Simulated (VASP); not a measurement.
# HfN (Fm-3m) in VASP: a series of runs

Runs on HfN. Level: PBEsol. Tasks: single point.

All numbers are computed with VASP 6.6.1; they aren't measurements. Logs are shortened: lines on timing, memory, paths and dates and some standing lists are left out, and cuts for length are marked.

## (1) The cell of the first run

It takes space group Fm-3m (No. 225, cubic). Conventional cell: a = 4.569 Å, b = 4.569 Å, c = 4.569 Å, α = 90.00°, β = 90.00°, γ = 90.00°. Hf (site symmetry m-3m) has 6 N at 2.28 Å within 3.0 Å. N (site symmetry m-3m) has 6 Hf at 2.28 Å within 3.0 Å.

## (2) Single point, PBEsol (equal strain along all axes, cell held: +1.5 %)

The input, INCAR:

```
PREC = Accurate
ENCUT = 520
EDIFF = 1E-6
ISMEAR = 0
SIGMA = 0.1
LREAL = F
LASPH = T
NELM = 80
ALGO = Normal
ISIF = 2
LWAVE = F
LCHARG = F
GGA = PS
NBANDS = 23
```

The input, KPOINTS:

```
Automatic mesh
0
Gamma
  16 16 12
```

The input, POSCAR:

```
HfN
1.0
    2.2846309334      2.2846309334      0.0000000000
   -2.2846309334      2.2846309334      0.0000000000
    0.0000000000      0.0000000000      4.5692618669
Hf N
2 2
Direct
    0.0000000000      0.0000000000      0.0000000000
    0.5000000000      0.5000000000      0.5000000000
    0.5000000000      0.5000000000      0.0000000000
    0.0000000000      0.0000000000      0.5000000000
```

Potentials or basis: VASP PAW PBE potentials, release 64 (Hf_pv, N).

On the command line:

```bash
> cat potpaw_PBE.64/Hf_pv/POTCAR potpaw_PBE.64/N/POTCAR > POTCAR
> mpirun -np 1 vasp_std > vasp.out
```

OUTCAR:

```text
PREC = Accurate
   ENCUT = 520
   EDIFF = 1E-6
   ISMEAR = 0
   LREAL = F
   LASPH = T
   NELM = 80
   ISIF = 2
   GGA = PS

 ion  position               nearest neighbor table
   1  0.000  0.000  0.000-   3 2.28   3 2.28   3 2.28   3 2.28   4 2.28   4 2.28   2 3.23   2 3.23
                             2 3.23   2 3.23   2 3.23   2 3.23   2 3.23   2 3.23
   2  0.500  0.500  0.500-   4 2.28   4 2.28   4 2.28   4 2.28   3 2.28   3 2.28   1 3.23   1 3.23
                             1 3.23   1 3.23   1 3.23   1 3.23   1 3.23   1 3.23
   3  0.500  0.500  0.000-   1 2.28   1 2.28   1 2.28   1 2.28   2 2.28   2 2.28
   4  0.000  0.000  0.500-   2 2.28   2 2.28   2 2.28   2 2.28   1 2.28   1 2.28

  LATTYP: Found a simple tetragonal cell.
 ALAT       =     3.2309560510
 C/A-ratio  =     1.4142135624

  Lattice vectors:

 A1 = (   2.2846309334,   2.2846309334,   0.0000000000)
 A2 = (  -2.2846309334,   2.2846309334,   0.0000000000)
 A3 = (   0.0000000000,   0.0000000000,   4.5692618669)

Analysis of symmetry for initial positions (statically):
=====================================================================
 Subroutine PRICEL returns following result:

  LATTYP: Found a face centered cubic cell.
 ALAT       =     4.5692618669

  Lattice vectors:

 A1 = (   0.0000000000,  -2.2846309334,  -2.2846309335)
 A2 = (   2.2846309334,   0.0000000000,  -2.2846309334)
 A3 = (   2.2846309334,  -2.2846309334,   0.0000000000)

   2 primitive cells build up your supercell.

 Routine SETGRP: Setting up the symmetry group for a
 simple tetragonal supercell.

 Subroutine GETGRP returns: Found 16 space group operations
 (whereof 16 operations were pure point group operations)
 out of a pool of 16 trial point group operations.

The static configuration has the point symmetry D_4h.

Analysis of symmetry for dynamics (positions and initial velocities):
=====================================================================
 Subroutine PRICEL returns following result:

  LATTYP: Found a face centered cubic cell.
 ALAT       =     4.5692618669

  Lattice vectors:

 A1 = (   0.0000000000,  -2.2846309334,  -2.2846309335)
 A2 = (   2.2846309334,   0.0000000000,  -2.2846309334)
 A3 = (   2.2846309334,  -2.2846309334,   0.0000000000)

   2 primitive cells build up your supercell.

 Routine SETGRP: Setting up the symmetry group for a
 simple tetragonal supercell.

 Subroutine GETGRP returns: Found 16 space group operations
 (whereof 16 operations were pure point group operations)
 out of a pool of 16 trial point group operations.

[... 95 lines left out ...]
   LNONCOLLINEAR =      F non collinear calculations
   LSORBIT =      F    spin-orbit coupling
   LASPH  =      T    aspherical Exc in radial PAW
   ENCUT  =  520.0 eV  38.22 Ry    6.18 a.u.   6.01  6.01  8.50*2*pi/ulx,y,z
   NELM   =     80;   NELMIN=  2; NELMDL= -5     # of ELM steps
   EDIFF  = 0.1E-05   stopping-criterion for ELM
   LREAL  =      F    real-space projection
   EDIFFG = 0.1E-04   stopping-criterion for IOM
   NSW    =      0    number of steps for IOM
   IBRION =     -1    ionic relax: 0-MD 1-quasi-New 2-CG
   NFREE  =      0    steps in history (QN), initial steepest desc. (CG)
   ISIF   =      2    stress and relaxation
   ISYM   =      2    0-nonsym 1-usesym 2-fastsym
   POTIM  = 0.5000    time-step for ionic-motion
   TEBEG  =    0.0;   TEEND  =   0.0 temperature during run
   PSTRESS=    0.0 pullay stress
   NELECT =      30.0000    total number of electrons
   NUPDOWN=      -1.0000    fix difference up-down
   EMIN   =  10.00;   EMAX   =-10.00  energy-range for DOS
   EFERMI =   0.00;   METHOD = LEGACY
   ISMEAR =     0;   SIGMA  =   0.10  broadening in eV -4-tet -1-fermi 0-gaus
   EFERMI_NEDOS =   21; number of points for ismear=-14 and -15
   IALGO  =     38    algorithm
   IMIX   =      4    mixing-type and parameters
     AMIX     =   0.40;   BMIX     =  1.00
     AMIX_MAG =   1.60;   BMIX_MAG =  1.00
  volume/ion in A,a.u.               =      11.92        80.47
  Fermi-wavevector in a.u.,A,eV,Ry     =   1.402639  2.650603 26.768044  1.967396
  Thomas-Fermi vector in A             =   2.525381
   LORBIT       =      0    0 simple, 1 ext, 2 COOP (PROOUT), +10 PAW based schemes
   GGA     = PS    functional components
   LHFCALC =     F    Hartree Fock is set to
   AEXX    =    0.0000 exact exchange contribution
   IVDW    =     0    specifies the selected vdW correction
   LEPSILON=     F    determine dielectric tensor
   LRPA    =     F    only Hartree local field effects (RPA)
 non-spin polarized calculation
 Gauss-broadening in eV      SIGMA  =   0.10
  energy-cutoff  :      520.00
  volume of cell :       47.70
 maximum number of plane-waves:      1312
   NGX = 13   NGY = 13   NGZ = 17

 number of electron      30.0000005 magnetization

 Free energy of the ion-electron system (eV)
  ---------------------------------------------------
  ext. energy  EPLUGINS =         0.00000000
  ---------------------------------------------------
  free energy    TOTEN  =       -45.88462751 eV

  energy without entropy =      -45.87935223  energy(sigma->0) =      -45.88198987

 E-fermi :   7.8891     XC(G=0): -12.7178

 val. band max:        7.8834604525   @ k =   0.5000   0.1875   0.2500
 cond. band min:       7.8900983167   @ k =   0.3125   0.0625   0.1667
 fundamental gap:      0.0066378642
 Fermi energy:         7.8890577394

 k-point     1 :       0.0000    0.0000    0.0000
  band No.  band energies     occupation
      1     -24.0024      2.00000
      2     -23.5700      2.00000
      3     -23.5700      2.00000
      4     -23.2935      2.00000
      5     -23.2935      2.00000
      6     -23.2927      2.00000
[... 613 lines left out ...]
     22      12.1038      0.00000
     23      14.8817      0.00000

 [... further k-points ...]
[... 5 lines left out ...]
  --------------------------------------------------------------------------------------
  -------------------------------------------------------------------------------------
  Total       -4.0366376     -4.0366376     -4.1346789      0.0000000      0.0000000      0.0000000
  in kB     -135.5882933   -135.5882933   -138.8814443      0.0000000      0.0000000      0.0000000
  external PRESSURE =    -136.6860103 kB  Pullay stress =       0.0000000 kB

 VOLUME and BASIS-vectors are now :
 -----------------------------------------------------------------------------
  energy-cutoff  :      520.00
  volume of cell :       47.70
      direct lattice vectors                 reciprocal lattice vectors
     2.284630933  2.284630933  0.000000000     0.218853729  0.218853729  0.000000000
    -2.284630933  2.284630933  0.000000000    -0.218853729  0.218853729  0.000000000
     0.000000000  0.000000000  4.569261867     0.000000000  0.000000000  0.218853729

 POSITION                                       TOTAL-FORCE (eV/Angst)
 -----------------------------------------------------------------------------------
      0.00000      0.00000      0.00000         0.000000      0.000000      0.000000
      0.00000      2.28463      2.28463         0.000000      0.000000      0.000000
      0.00000      2.28463      0.00000        -0.000000      0.000000     -0.000000
      0.00000      0.00000      2.28463        -0.000000     -0.000000      0.000000
 -----------------------------------------------------------------------------------
    total drift:                                0.000000     -0.000000     -0.000000

  FREE ENERGIE OF THE ION-ELECTRON SYSTEM (eV)
  ---------------------------------------------------
  free  energy   TOTEN  =       -45.8846275083 eV

  energy  without entropy=      -45.8793522308  energy(sigma->0) =      -45.88198987
```

It took 5.6 min on 1 thread of Intel Xeon 8259CL, shared host; peak memory 0.39 GiB.

Results:

```
Free energy            : -45.8846 eV
Pressure               : -13.7 GPa
Band gap on the k mesh : zero (bands 15 and 16 overlap by 6.78 eV)
```

Levels at points of the mesh, in eV from the Fermi level:
| k point | band 12 | band 13 | band 14 | band 15 | band 16 | band 17 | band 18 | band 19 |
| --- | --- | --- | --- | --- | --- | --- | --- | --- |
| (0.00, 0.00, 0.00) | -3.63 | -2.93 | -2.93 | -2.93 | -0.34 | -0.34 | -0.34 | 1.50 |
| (0.50, 0.00, 0.00) | -5.70 | -5.22 | -5.22 | 1.72 | 1.72 | 2.12 | 2.12 | 3.06 |
| (0.50, 0.50, 0.00) | -3.68 | -3.63 | -3.63 | -3.63 | -3.63 | 3.92 | 3.92 | 5.23 |
| (0.00, 0.00, 0.50) | -3.77 | -3.77 | -3.77 | -2.36 | -2.36 | 2.79 | 2.79 | 2.93 |
| (0.50, 0.00, 0.50) | -6.00 | -5.99 | -5.99 | 3.15 | 3.15 | 3.55 | 3.55 | 3.55 |
| (0.50, 0.50, 0.50) | -5.39 | -5.39 | -5.39 | 1.09 | 1.09 | 1.09 | 1.09 | 5.24 |

Caveat: the cell differs from its parent crystal (equal strain along all axes, cell held: +1.5 %); the cell stands under tension; the PAW data sets were made with another functional, which shifts forces and pressure a little; spin-orbit coupling is left out, which moves the levels of the heavy elements.

(Part 1 of 3 ends here.)

The gap in the log of VASP goes by the Fermi energy; the results here count the filled bands.